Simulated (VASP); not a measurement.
# K (Im-3m) in VASP: notebook

K is run at these levels: PBEsol; tasks: single point.

Everything below comes from runs of VASP 6.6.1. Logs are shortened: lines on timing, memory, paths and dates and some standing lists are left out, and cuts for length are marked.

### Step 1. The cell of the first run

The structure is cubic, space group Im-3m (No. 229). The conventional cell has a = 5.225 Å, b = 5.225 Å, c = 5.225 Å, α = 90.00°, β = 90.00°, γ = 90.00°.

### Step 2. Single point, PBEsol

INCAR reads:

```
ALGO = Normal ; EDIFF = 1E-6
ENCUT = 520 ; GGA = PS
ISIF = 2 ; ISMEAR = -1
LASPH = T ; LCHARG = T
LELF = T ; LREAL = F
LVHAR = T ; LWAVE = F
NBANDS = 10 ; NELM = 80
PREC = Accurate ; SIGMA = 0.05
```

KPOINTS reads:

```
k-points
0
Gamma
  12 12 12
```

POSCAR reads:

```
K
1.0
   -2.6125000000      2.6125000000      2.6125000000
    2.6125000000     -2.6125000000      2.6125000000
    2.6125000000      2.6125000000     -2.6125000000
K
1
Direct
    0.0000000000      0.0000000000      0.0000000000
```

Potentials or basis: VASP PAW PBE potentials, release 64 (K_sv).

The run is started by

```sh
$ cat potpaw_PBE.64/K_sv/POTCAR > POTCAR
$ mpirun -np 1 vasp_std > vasp.out
```

OUTCAR:

```text
EDIFF = 1E-6
   ENCUT = 520
   GGA = PS
   ISIF = 2
   ISMEAR = -1
   LASPH = T
   LREAL = F
   NELM = 80
   PREC = Accurate

 ion  position               nearest neighbor table
   1  0.000  0.000  0.000-

  LATTYP: Found a body centered cubic cell.
 ALAT       =     5.2250000000

  Lattice vectors:

 A1 = (  -2.6125000000,   2.6125000000,   2.6125000000)
 A2 = (   2.6125000000,  -2.6125000000,   2.6125000000)
 A3 = (   2.6125000000,   2.6125000000,  -2.6125000000)

Analysis of symmetry for initial positions (statically):
=====================================================================
 Subroutine PRICEL returns:
 Original cell was already a primitive cell.

 Routine SETGRP: Setting up the symmetry group for a
 body centered cubic supercell.

 Subroutine GETGRP returns: Found 48 space group operations
 (whereof 48 operations were pure point group operations)
 out of a pool of 48 trial point group operations.

The static configuration has the point symmetry O_h .

Analysis of symmetry for dynamics (positions and initial velocities):
=====================================================================
 Subroutine PRICEL returns:
 Original cell was already a primitive cell.

 Routine SETGRP: Setting up the symmetry group for a
 body centered cubic supercell.

 Subroutine GETGRP returns: Found 48 space group operations
 (whereof 48 operations were pure point group operations)
 out of a pool of 48 trial point group operations.

The dynamic configuration has the point symmetry O_h .

 Subroutine INISYM returns: Found 48 space group operations
 (whereof 48 operations are pure point group operations),
 and found     1 'primitive' translations

----------------------------------------------------------------------------------------

                                     Primitive cell

  volume of cell :      71.3229

  direct lattice vectors                    reciprocal lattice vectors
    -2.612500000  2.612500000  2.612500000     0.000000000  0.191387560  0.191387560
     2.612500000 -2.612500000  2.612500000     0.191387560  0.000000000  0.191387560
     2.612500000  2.612500000 -2.612500000     0.191387560  0.191387560  0.000000000

  length of vectors
     4.524982735  4.524982735  4.524982735     0.270662883  0.270662883  0.270662883

  position of ions in fractional coordinates (direct lattice)
     0.000000000  0.000000000  0.000000000

  ion indices of the primitive-cell ions
   primitive index   ion index
                 1           1

----------------------------------------------------------------------------------------

 KPOINTS: k-points

Automatic generation of k-mesh.
 Grid dimensions read from file:
 generate k-points for:   12   12   12

 Generating k-lattice:

  Cartesian coordinates                     Fractional coordinates (reciprocal lattice)
     0.000000000  0.015948963  0.015948963     0.083333333  0.000000000  0.000000000
     0.015948963  0.000000000  0.015948963     0.000000000  0.083333333  0.000000000
     0.015948963  0.015948963  0.000000000     0.000000000  0.000000000  0.083333333

  Length of vectors
     0.022555240  0.022555240  0.022555240

  Shift w.r.t. Gamma in fractional coordinates (k-lattice)
     0.000000000  0.000000000  0.000000000

 Subroutine IBZKPT returns following result:
 ===========================================

 Found     72 irreducible k-points:

 Following reciprocal coordinates:
            Coordinates               Weight
  0.000000  0.000000  0.000000      1.000000
  0.083333  0.000000  0.000000     12.000000
  0.166667  0.000000  0.000000     12.000000
  0.250000  0.000000  0.000000     12.000000
  0.333333  0.000000  0.000000     12.000000
  0.416667  0.000000  0.000000     12.000000
[... 16 lines left out ...]
  0.333333  0.083333  0.083333     24.000000
  0.416667  0.083333  0.083333     12.000000
 [... further k-points ...]
   k-points           NKPTS =     72   k-points in BZ     NKDIM =     72   number of bands    NBANDS=     10
   number of dos      NEDOS =    301   number of ions     NIONS =      1
   total plane-waves  NPLWV =  46656
   dimension x,y,z NGX =    36 NGY =   36 NGZ =   36
   dimension x,y,z NGXF=    72 NGYF=   72 NGZF=   72
   ions per type =               1
   NGX,Y,Z   is equivalent  to a cutoff of  13.23, 13.23, 13.23 a.u.
   NGXF,Y,Z  is equivalent  to a cutoff of  26.45, 26.45, 26.45 a.u.
 SYSTEM =  unknown system
   PREC   = accura    normal or accurate (medium, high low for compatibility)
   ISTART =      0    job   : 0-new  1-cont  2-samecut
   ICHARG =      2    charge: 1-file 2-atom 10-const
   ISPIN  =      1    spin polarized calculation?
   LNONCOLLINEAR =      F non collinear calculations
   LSORBIT =      F    spin-orbit coupling
   LASPH  =      T    aspherical Exc in radial PAW
   ENCUT  =  520.0 eV  38.22 Ry    6.18 a.u.   8.41  8.41  8.41*2*pi/ulx,y,z
   NELM   =     80;   NELMIN=  2; NELMDL= -5     # of ELM steps
   EDIFF  = 0.1E-05   stopping-criterion for ELM
   LREAL  =      F    real-space projection
   EDIFFG = 0.1E-04   stopping-criterion for IOM
   NSW    =      0    number of steps for IOM
   IBRION =     -1    ionic relax: 0-MD 1-quasi-New 2-CG
   NFREE  =      0    steps in history (QN), initial steepest desc. (CG)
   ISIF   =      2    stress and relaxation
   ISYM   =      2    0-nonsym 1-usesym 2-fastsym
   POTIM  = 0.5000    time-step for ionic-motion
   TEBEG  =    0.0;   TEEND  =   0.0 temperature during run
   PSTRESS=    0.0 pullay stress
   NELECT =       9.0000    total number of electrons
   NUPDOWN=      -1.0000    fix difference up-down
   EMIN   =  10.00;   EMAX   =-10.00  energy-range for DOS
   EFERMI =   0.00;   METHOD = LEGACY
   ISMEAR =    -1;   SIGMA  =   0.05  broadening in eV -4-tet -1-fermi 0-gaus
   EFERMI_NEDOS =   21; number of points for ismear=-14 and -15
   IALGO  =     38    algorithm
   IMIX   =      4    mixing-type and parameters
     AMIX     =   0.40;   BMIX     =  1.00
     AMIX_MAG =   1.60;   BMIX_MAG =  1.00
  volume/ion in A,a.u.               =      71.32       481.31
  Fermi-wavevector in a.u.,A,eV,Ry     =   0.821131  1.551714  9.173822  0.674257
  Thomas-Fermi vector in A             =   1.932236
   LORBIT       =      0    0 simple, 1 ext, 2 COOP (PROOUT), +10 PAW based schemes
   GGA     = PS    functional components
   LHFCALC =     F    Hartree Fock is set to
   AEXX    =    0.0000 exact exchange contribution
   IVDW    =     0    specifies the selected vdW correction
   LEPSILON=     F    determine dielectric tensor
   LRPA    =     F    only Hartree local field effects (RPA)
 non-spin polarized calculation
  energy-cutoff  :      520.00
  volume of cell :       71.32
 maximum number of plane-waves:      1961
 NGX is ok and might be reduce to    36
   NGX = 17   NGY = 17   NGZ = 17

 number of electron       9.0000000 magnetization

 Free energy of the ion-electron system (eV)
  ---------------------------------------------------
  ext. energy  EPLUGINS =         0.00000000
  ---------------------------------------------------
  free energy    TOTEN  =        -1.13577537 eV

  energy without entropy =       -1.12849658  energy(sigma->0) =       -1.13213598

 E-fermi :  -0.1124     XC(G=0):  -5.7735

 val. band max:       -0.1354734435   @ k =   0.2500   0.2500   0.0000
 cond. band min:      -0.0691369720   @ k =   0.3333   0.1667   0.0000
 fundamental gap:      0.0663364716
 Fermi energy:        -0.1123644185

 k-point     1 :       0.0000    0.0000    0.0000
  band No.  band energies     occupation
      1     -32.0747      2.00000
      2     -15.5822      2.00000
      3     -15.5822      2.00000
      4     -15.5822      2.00000
      5      -2.3032      2.00000
      6       4.2249      0.00000
      7       4.2249      0.00000
      8       4.2249      0.00000
      9       5.1649      0.00000
     10       5.1649      0.00000

 k-point     2 :       0.0833    0.0000    0.0000
  band No.  band energies     occupation
      1     -32.0743      2.00000
      2     -15.5874      2.00000
      3     -15.5839      2.00000
      4     -15.5822      2.00000
      5      -2.2146      2.00000
      6       4.0941      0.00000
      7       4.1091      0.00000
      8       4.2965      0.00000
      9       5.0032      0.00000
     10       5.1416      0.00000

 k-point     3 :       0.1667    0.0000    0.0000
  band No.  band energies     occupation
      1     -32.0734      2.00000
      2     -15.6016      2.00000
      3     -15.5886      2.00000
      4     -15.5822      2.00000
      5      -1.9527      2.00000
      6       3.5879      0.00000
      7       3.8386      0.00000
      8       4.5093      0.00000
      9       4.9123      0.00000
     10       5.1056      0.00000

 k-point     4 :       0.2500    0.0000    0.0000
  band No.  band energies     occupation
      1     -32.0722      2.00000
      2     -15.6209      2.00000
      3     -15.5951      2.00000
      4     -15.5822      2.00000
      5      -1.5302      2.00000
      6       2.8559      0.00000
      7       3.5387      0.00000
      8       4.8568      0.00000
      9       4.9806      0.00000
     10       5.1194      0.00000
[... 222 lines left out ...]
 k-point    22 :       0.2500    0.0833    0.0833
  band No.  band energies     occupation
      1     -32.0708      2.00000
      2     -15.6406      2.00000
      3     -15.6014      2.00000
      4     -15.5867      2.00000
      5      -0.8081      2.00000
      6       2.1177      0.00000
      7       2.8817      0.00000
      8       4.8950      0.00000
      9       5.3082      0.00000
     10       5.4317      0.00000

 k-point    23 :       0.3333    0.0833    0.0833
  band No.  band energies     occupation
      1     -32.0700      2.00000
      2     -15.6500      2.00000
      3     -15.6082      2.00000
      4     -15.5869      2.00000
      5      -0.1420      1.28799
      6       1.3723      0.00000
      7       2.7334      0.00000
      8       4.7030      0.00000
      9       5.5731      0.00000
     10       5.6068      0.00000

 k-point    24 :       0.4167    0.0833    0.0833
  band No.  band energies     occupation
      1     -32.0697      2.00000
      2     -15.6534      2.00000
      3     -15.6108      2.00000
      4     -15.5870      2.00000
      5       0.5205      0.00001
      6       0.6850      0.00000
      7       2.6834      0.00000
      8       4.5958      0.00000
      9       5.7099      0.00000
     10       5.7248      0.00000

 [... further k-points ...]

------------------------ aborting loop because EDIFF is reached ----------------------------------------

  FORCE on cell =-STRESS in cart. coord.  units (eV):
  Direction    XX          YY          ZZ          XY          YZ          ZX
  --------------------------------------------------------------------------------------
  -------------------------------------------------------------------------------------
  Total       -0.0125531     -0.0125531     -0.0125531      0.0000000     -0.0000000      0.0000000
  in kB       -0.2819894     -0.2819894     -0.2819894      0.0000000     -0.0000000      0.0000000
  external PRESSURE =      -0.2819894 kB  Pullay stress =       0.0000000 kB

 VOLUME and BASIS-vectors are now :
 -----------------------------------------------------------------------------
  energy-cutoff  :      520.00
  volume of cell :       71.32
      direct lattice vectors                 reciprocal lattice vectors
    -2.612500000  2.612500000  2.612500000     0.000000000  0.191387560  0.191387560
     2.612500000 -2.612500000  2.612500000     0.191387560  0.000000000  0.191387560
     2.612500000  2.612500000 -2.612500000     0.191387560  0.191387560  0.000000000

 POSITION                                       TOTAL-FORCE (eV/Angst)
 -----------------------------------------------------------------------------------
      0.00000      0.00000      0.00000         0.000000      0.000000     -0.000000
 -----------------------------------------------------------------------------------
    total drift:                               -0.000000     -0.000000      0.000000

  FREE ENERGIE OF THE ION-ELECTRON SYSTEM (eV)
  ---------------------------------------------------
  free  energy   TOTEN  =        -1.1357753686 eV

  energy  without entropy=       -1.1284965819  energy(sigma->0) =       -1.13213598
```

Wall time 40 s (1 thread of AMD EPYC 7R13 (Zen 3), shared host); peak memory 0.19 GiB.

Results:

```
Free energy : -1.1358 eV
Pressure    : 0.0 GPa
```

Caveat: the PAW data sets were made with another functional, which shifts forces and pressure a little.

### Step 3. Single point, PBEsol

INCAR reads:

```
SYSTEM = K
PREC = Accurate
ENCUT = 520
EDIFF = 1E-6
ISMEAR = -1
SIGMA = 0.05
LREAL = .FALSE.
LASPH = .TRUE.
NELM = 80
ALGO = Normal
ISIF = 2
LWAVE = .FALSE.
LCHARG = .TRUE.
GGA = PS
LELF = .TRUE.
LVHAR = .TRUE.
NBANDS = 10
```

KPOINTS reads:

```
regular mesh
0
G
  12 12 12
  0 0 0
```

POSCAR is that of step 2.

Potentials or basis: VASP PAW PBE potentials, release 64 (K_sv).

The run is started by

```sh
$ cat potpaw_PBE.64/K_sv/POTCAR > POTCAR
$ mpirun -np 1 vasp_std > vasp.out
```

Wall time 41 s (1 thread of AMD EPYC 7R13 (Zen 3), shared host); peak memory 0.19 GiB.

Results (log left out):

* Free energy: -1.1358 eV
* Pressure: 0.0 GPa

Levels at points of the mesh, in eV from the Fermi level:
```
           k point  band 2  band 3  band 4  band 5  band 6  band 7
(0.00, 0.00, 0.00)  -15.47  -15.47  -15.47   -2.19    4.34    4.34
(0.50, 0.00, 0.00)  -15.55  -15.50  -15.47    0.45    0.71    3.19
(0.50, 0.50, 0.50)  -15.52  -15.52  -15.52    1.67    1.67    3.56
```

Caveat: the PAW data sets were made with another functional, which shifts forces and pressure a little.
